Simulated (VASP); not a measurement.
# ZnS (P1) in VASP: a series of runs

ZnS is run at these levels: PBE; tasks: electric field gradients.

All numbers are computed with VASP 6.6.1; they aren't measurements. Logs are shortened: lines on timing, memory, paths and dates and some standing lists are left out, and cuts for length are marked.

## 1. The cell of the first run

The typed cell holds 4 atoms: a = 3.812 Å, b = 3.861 Å, c = 6.235 Å, α = 90.62°, β = 91.71°, γ = 121.27°.

## 2. Electric field gradients, PBE (equal xy, yz and zx shear strains of -3 %)

INCAR reads:

```
PREC     = Accurate       # precision mode
ENCUT    = 400            # plane-wave cutoff, eV
EDIFF    = 1E-8           # SCF threshold, eV
ISMEAR   = -1             # smearing method
SIGMA    = 0.03           # smearing width, eV
LREAL    = False          # projectors in reciprocal space
LASPH    = True           # aspherical terms in the spheres
NELM     = 120            # most SCF steps
ALGO     = Normal         # electronic algorithm
ISIF     = 2              # what is computed and relaxed
LWAVE    = False          # write WAVECAR
LCHARG   = False          # write CHGCAR
GGA      = PE             # functional
LEFG     = True         
NBANDS   = 26             # bands
GGA_COMPAT= False
```

KPOINTS reads:

```
Automatic mesh
0
Gamma
  8 8 5
```

POSCAR reads:

```
ZnS
1.0
    3.8109987816     -0.0571649817     -0.0571649817
   -1.9550057172      3.3290042495     -0.0209238355
   -0.0935100000     -0.0935100000      6.2340000000
Zn S
2 2
Direct
    0.3333333333      0.6666666667      0.0000000000
    0.6666666667      0.3333333333      0.5000000000
    0.3333333333      0.6666666667      0.3850000000
    0.6666666667      0.3333333333      0.8850000000
```

Potentials or basis: VASP PAW PBE potentials, release 64 (Zn, S).

Started as:

```
cat potpaw_PBE.64/Zn/POTCAR potpaw_PBE.64/S/POTCAR > POTCAR
mpirun -np 1 vasp_std > vasp.out
```

OUTCAR:

```text
PREC = Accurate
   ENCUT = 400
   EDIFF = 1E-8
   ISMEAR = -1
   LREAL = False
   LASPH = True
   NELM = 120
   ISIF = 2
   GGA = PE

 ion  position               nearest neighbor table
   1  0.333  0.667  0.000-   4 2.26   4 2.33   4 2.35   3 2.40
   2  0.667  0.333  0.500-   3 2.29   3 2.32   3 2.33   4 2.40
   3  0.333  0.667  0.385-   2 2.29   2 2.32   2 2.33   1 2.40
   4  0.667  0.333  0.885-   1 2.26   1 2.33   1 2.35   2 2.40

  LATTYP: Found a triclinic cell.
 ALAT       =     3.7624115023
 B/A-ratio  =     1.0131417463
 C/A-ratio  =     1.6572888129
 COS(alpha) =     0.0297616073
 COS(beta)  =     0.0411893908
 COS(gamma) =     0.4804578458

  Lattice vectors:

 A1 = (   1.8559930644,   3.2718392678,  -0.0780888172)
 A2 = (   3.8109987816,  -0.0571649817,  -0.0571649817)
 A3 = (   0.0935100000,   0.0935100000,  -6.2340000000)

Analysis of symmetry for initial positions (statically):
=====================================================================
 Subroutine PRICEL returns:
 Original cell was already a primitive cell.

 Routine SETGRP: Setting up the symmetry group for a
 triclinic supercell.

 Subroutine GETGRP returns: Found  1 space group operations
 (whereof  1 operations were pure point group operations)
 out of a pool of  2 trial point group operations.

The static configuration has the point symmetry C_1 .

Analysis of symmetry for dynamics (positions and initial velocities):
=====================================================================
 Subroutine PRICEL returns:
 Original cell was already a primitive cell.

 Routine SETGRP: Setting up the symmetry group for a
 triclinic supercell.

 Subroutine GETGRP returns: Found  1 space group operations
 (whereof  1 operations were pure point group operations)
 out of a pool of  2 trial point group operations.

The dynamic configuration has the point symmetry C_1 .

 Subroutine INISYM returns: Found  1 space group operations
 (whereof  1 operations are pure point group operations),
 and found     1 'primitive' translations

----------------------------------------------------------------------------------------

                                     Primitive cell

  volume of cell :      78.3572

  direct lattice vectors                    reciprocal lattice vectors
     3.810998782 -0.057164982 -0.057164982     0.264826434  0.155562774  0.006305838
    -1.955005717  3.329004250 -0.020923836     0.004616194  0.303130065  0.004616194
    -0.093510000 -0.093510000  6.234000000     0.002443918  0.002443918  0.160483969

  length of vectors
     3.811856160  3.860667618  6.235402492     0.307201205  0.303200354  0.160521182

  position of ions in fractional coordinates (direct lattice)
     0.333333333  0.666666667  0.000000000
     0.666666667  0.333333333  0.500000000
     0.333333333  0.666666667  0.385000000
     0.666666667  0.333333333  0.885000000

  ion indices of the primitive-cell ions
   primitive index   ion index
                 1           1
                 2           2
                 3           3
                 4           4

----------------------------------------------------------------------------------------

 KPOINTS: Automatic mesh

Automatic generation of k-mesh.
 Grid dimensions read from file:
 generate k-points for:    8    8    5

 Generating k-lattice:

  Cartesian coordinates                     Fractional coordinates (reciprocal lattice)
     0.033103304  0.019445347  0.000788230     0.125000000  0.000000000  0.000000000
     0.000577024  0.037891258  0.000577024    -0.000000000  0.125000000  0.000000000
     0.000488784  0.000488784  0.032096794     0.000000000 -0.000000000  0.200000000

  Length of vectors
     0.038400151  0.037900044  0.032104236

  Shift w.r.t. Gamma in fractional coordinates (k-lattice)
     0.000000000  0.000000000  0.000000000

 Subroutine IBZKPT returns following result:
 ===========================================

 Found    162 irreducible k-points:

 Following reciprocal coordinates:
            Coordinates               Weight
  0.000000  0.000000  0.000000      1.000000
  0.125000  0.000000  0.000000      2.000000
  0.250000  0.000000  0.000000      2.000000
  0.375000  0.000000  0.000000      2.000000
  0.500000  0.000000  0.000000      1.000000
 -0.000000  0.125000 -0.000000      2.000000
[... 16 lines left out ...]
  0.125000  0.375000  0.000000      2.000000
  0.250000  0.375000  0.000000      2.000000
 [... further k-points ...]
   k-points           NKPTS =    162   k-points in BZ     NKDIM =    162   number of bands    NBANDS=     26
   number of dos      NEDOS =    301   number of ions     NIONS =      4
   total plane-waves  NPLWV =  32928
   dimension x,y,z NGX =    28 NGY =   28 NGZ =   42
   dimension x,y,z NGXF=    56 NGYF=   56 NGZF=   84
   ions per type =               2   2
   NGX,Y,Z   is equivalent  to a cutoff of  12.21, 12.06, 11.20 a.u.
   NGXF,Y,Z  is equivalent  to a cutoff of  24.42, 24.11, 22.40 a.u.
 SYSTEM =  unknown system
   PREC   = accura    normal or accurate (medium, high low for compatibility)
   ISTART =      0    job   : 0-new  1-cont  2-samecut
   ICHARG =      2    charge: 1-file 2-atom 10-const
   ISPIN  =      1    spin polarized calculation?
   LNONCOLLINEAR =      F non collinear calculations
   LSORBIT =      F    spin-orbit coupling
   LASPH  =      T    aspherical Exc in radial PAW
   ENCUT  =  400.0 eV  29.40 Ry    5.42 a.u.   6.22  6.30 10.17*2*pi/ulx,y,z
   NELM   =    120;   NELMIN=  2; NELMDL= -5     # of ELM steps
   EDIFF  = 0.1E-07   stopping-criterion for ELM
   LREAL  =      F    real-space projection
   EDIFFG = 0.1E-06   stopping-criterion for IOM
   NSW    =      0    number of steps for IOM
   IBRION =     -1    ionic relax: 0-MD 1-quasi-New 2-CG
   NFREE  =      0    steps in history (QN), initial steepest desc. (CG)
   ISIF   =      2    stress and relaxation
   ISYM   =      2    0-nonsym 1-usesym 2-fastsym
   POTIM  = 0.5000    time-step for ionic-motion
   TEBEG  =    0.0;   TEEND  =   0.0 temperature during run
   PSTRESS=    0.0 pullay stress
   NELECT =      36.0000    total number of electrons
   NUPDOWN=      -1.0000    fix difference up-down
   EMIN   =  10.00;   EMAX   =-10.00  energy-range for DOS
   EFERMI =   0.00;   METHOD = LEGACY
   ISMEAR =    -1;   SIGMA  =   0.03  broadening in eV -4-tet -1-fermi 0-gaus
   EFERMI_NEDOS =   21; number of points for ismear=-14 and -15
   IALGO  =     38    algorithm
   IMIX   =      4    mixing-type and parameters
     AMIX     =   0.40;   BMIX     =  1.00
     AMIX_MAG =   1.60;   BMIX_MAG =  1.00
  volume/ion in A,a.u.               =      19.59       132.20
  Fermi-wavevector in a.u.,A,eV,Ry     =   1.263231  2.387160 21.711525  1.595752
  Thomas-Fermi vector in A             =   2.396598
   LORBIT       =      0    0 simple, 1 ext, 2 COOP (PROOUT), +10 PAW based schemes
   GGA     = PE    functional components
   LHFCALC =     F    Hartree Fock is set to
   AEXX    =    0.0000 exact exchange contribution
   IVDW    =     0    specifies the selected vdW correction
   LEPSILON=     F    determine dielectric tensor
   LRPA    =     F    only Hartree local field effects (RPA)
 non-spin polarized calculation
  energy-cutoff  :      400.00
  volume of cell :       78.36
 maximum number of plane-waves:      1438
 NGX is ok and might be reduce to    28
   NGX = 13   NGY = 13   NGZ = 21

 number of electron      35.9999959 magnetization

 Free energy of the ion-electron system (eV)
  ---------------------------------------------------
  ext. energy  EPLUGINS =         0.00000000
  ---------------------------------------------------
  free energy    TOTEN  =       -13.62022554 eV

  energy without entropy =      -13.62022554  energy(sigma->0) =      -13.62022554

 E-fermi :   2.8952     XC(G=0):  -9.6557

 val. band max:        2.2698722659   @ k =   0.0000   0.0000   0.0000
 cond. band min:       4.4065572842   @ k =   0.0000   0.0000   0.0000
 fundamental gap:      2.1366850183
 Fermi energy:         2.8952445302

 k-point     1 :       0.0000    0.0000    0.0000
  band No.  band energies     occupation
      1     -11.0298      2.00000
      2     -10.1031      2.00000
      3      -4.2109      2.00000
      4      -4.2004      2.00000
      5      -4.1451      2.00000
      6      -4.1353      2.00000
[... 18 lines left out ...]
     25       9.9303      0.00000
     26      11.4930      0.00000

 k-point     2 :       0.1250    0.0000    0.0000
  band No.  band energies     occupation
      1     -10.9194      2.00000
      2     -10.0394      2.00000
      3      -4.2192      2.00000
      4      -4.1737      2.00000
      5      -4.1264      2.00000
      6      -4.1094      2.00000
[... 18 lines left out ...]
     25      10.1520      0.00000
     26      10.9161      0.00000

 k-point     3 :       0.2500    0.0000    0.0000
  band No.  band energies     occupation
      1     -10.6227      2.00000
      2      -9.8902      2.00000
      3      -4.2203      2.00000
      4      -4.1147      2.00000
      5      -4.0962      2.00000
      6      -4.0370      2.00000
[... 18 lines left out ...]
     25      10.7151      0.00000
     26      11.1350      0.00000

 k-point     4 :       0.3750    0.0000    0.0000
  band No.  band energies     occupation
      1     -10.2547      2.00000
      2      -9.7701      2.00000
      3      -4.1844      2.00000
      4      -4.0697      2.00000
      5      -4.0310      2.00000
      6      -3.9219      2.00000
[... 18 lines left out ...]
     25      11.1344      0.00000
     26      12.5522      0.00000
[... 496 lines left out ...]
      1     -10.2843      2.00000
      2      -9.7831      2.00000
      3      -4.1842      2.00000
      4      -4.0825      2.00000
      5      -4.0430      2.00000
      6      -3.9356      2.00000
[... 18 lines left out ...]
     25      11.0339      0.00000
     26      12.3747      0.00000

 k-point    23 :       0.1250    0.3750    0.0000
  band No.  band energies     occupation
      1     -10.0934      2.00000
      2      -9.7624      2.00000
      3      -4.1425      2.00000
      4      -4.0684      2.00000
      5      -3.9372      2.00000
      6      -3.9076      2.00000
[... 18 lines left out ...]
     25      11.3559      0.00000
     26      12.1076      0.00000

 k-point    24 :       0.2500    0.3750    0.0000
  band No.  band energies     occupation
      1      -9.9331      2.00000
      2      -9.7898      2.00000
      3      -4.1331      2.00000
      4      -3.9995      2.00000
      5      -3.9147      2.00000
      6      -3.8549      2.00000
[... 18 lines left out ...]
     25      11.7962      0.00000
     26      12.0569      0.00000

 [... further k-points ...]
[... 5 lines left out ...]
  --------------------------------------------------------------------------------------
  -------------------------------------------------------------------------------------
  Total        1.5337639      1.5109228      0.4710808      0.8850886      0.5392988      0.5410083
  in kB       31.3610239     30.8939891      9.6322369     18.0974947     11.0270970     11.0620511
  external PRESSURE =      23.9624166 kB  Pullay stress =       0.0000000 kB

 VOLUME and BASIS-vectors are now :
 -----------------------------------------------------------------------------
  energy-cutoff  :      400.00
  volume of cell :       78.36
      direct lattice vectors                 reciprocal lattice vectors
     3.810998782 -0.057164982 -0.057164982     0.264826434  0.155562774  0.006305838
    -1.955005717  3.329004250 -0.020923836     0.004616194  0.303130065  0.004616194
    -0.093510000 -0.093510000  6.234000000     0.002443918  0.002443918  0.160483969

 POSITION                                       TOTAL-FORCE (eV/Angst)
 -----------------------------------------------------------------------------------
     -0.03300      2.20028     -0.03300         0.325700      0.142364      0.338733
      1.84224      1.02480      3.07192        -0.056788      0.123584      0.323280
     -0.06901      2.16428      2.36709         0.104590     -0.123347     -0.318141
      1.80624      0.98880      5.47201        -0.373501     -0.142601     -0.343872
 -----------------------------------------------------------------------------------
    total drift:                                0.000019      0.000133      0.000276

  FREE ENERGIE OF THE ION-ELECTRON SYSTEM (eV)
  ---------------------------------------------------
  free  energy   TOTEN  =       -13.6202255422 eV

  energy  without entropy=      -13.6202255421  energy(sigma->0) =      -13.62022554

 Electric field gradients (V/A^2)
---------------------------------------------------------------------
 ion       V_xx      V_yy      V_zz      V_xy      V_xz      V_yz
---------------------------------------------------------------------
   1     -15.979    -3.657    19.635   -11.083    -5.937     0.003
   2      -3.606   -15.662    19.268     1.101     6.120     0.193
   3       2.714     3.242    -5.956    -5.435    -6.262    -4.952
   4       3.416     2.335    -5.752    -4.632    -3.701    -4.995
---------------------------------------------------------------------

 Electric field gradients after diagonalization (V/A^2)
 (convention: |V_zz| > |V_xx| > |V_yy|)
----------------------------------------------------------------------
 ion       V_xx      V_yy      V_zz     asymmetry (V_yy - V_xx)/ V_zz
----------------------------------------------------------------------
   1      20.748     2.367   -23.115       0.795
   2     -15.766    -5.042    20.808       0.515
   3       8.482     3.883   -12.365       0.372
   4       7.573     2.709   -10.282       0.473
----------------------------------------------------------------------

           NMR quadrupolar parameters

 Cq : quadrupolar parameter    Cq=e*Q*V_zz/h
 eta: asymmetry parameters     (V_yy - V_xx)/ V_zz
 Q  : nuclear electric quadrupole moment in mb (millibarn)
----------------------------------------------------------------------
 ion       Cq(MHz)       eta       Q (mb)
----------------------------------------------------------------------
   1      -0.056       0.795       1.000
   2       0.050       0.515       1.000
   3      -0.030       0.372       1.000
   4      -0.025       0.473       1.000
----------------------------------------------------------------------
```

Wall time 4.2 min (1 thread of Oxide Virtual Turin-like, shared host); peak memory 0.27 GiB.

What came out:

```yaml
Free_energy: -13.6202 eV
Pressure: 2.4 GPa
Largest_force: 0.527 eV/Å
Band_gap_on_the_k_mesh: 2.14 eV
Largest_electric_field_gradient_by_atom: Zn -23.1, +20.8; S -12.4, -10.3 V/Å²
```

Forces on the atoms (eV/Å):
```
Zn   0.326  0.142  0.339
Zn  -0.057  0.124  0.323
S    0.105 -0.123 -0.318
S   -0.374 -0.143 -0.344
```

Levels at points of the mesh, in eV from the valence-band top:
| k point | band 15 | band 16 | band 17 | band 18 | band 19 | band 20 | band 21 | band 22 |
| --- | --- | --- | --- | --- | --- | --- | --- | --- |
| (0.00, 0.00, 0.00) | -0.90 | -0.17 | -0.16 | 0.00 | 2.14 | 2.89 | 6.06 | 6.35 |
| (0.50, 0.00, 0.00) | -3.17 | -2.48 | -1.67 | -1.19 | 3.34 | 4.03 | 5.08 | 6.88 |
| (0.00, 0.50, 0.00) | -3.25 | -2.34 | -1.66 | -1.08 | 3.52 | 4.15 | 5.08 | 7.05 |
| (0.50, 0.50, 0.00) | -3.32 | -2.21 | -1.65 | -0.97 | 3.71 | 4.25 | 5.09 | 7.22 |

Electric field gradients, principal values (V/Å²):
```
atom   least   middle  greatest (by size)
1 Zn   2.367   20.748             -23.115
2 Zn  -5.042  -15.766              20.808
 3 S   3.883    8.482             -12.365
 4 S   2.709    7.573             -10.282
```

Caveat: the cell differs from its parent crystal (equal xy, yz and zx shear strains of -3 %); without QUAD_EFG the Cq values of the log hold for a quadrupole moment of 1 mb, not for the nuclei.

(Part 1 of 2 ends here.)
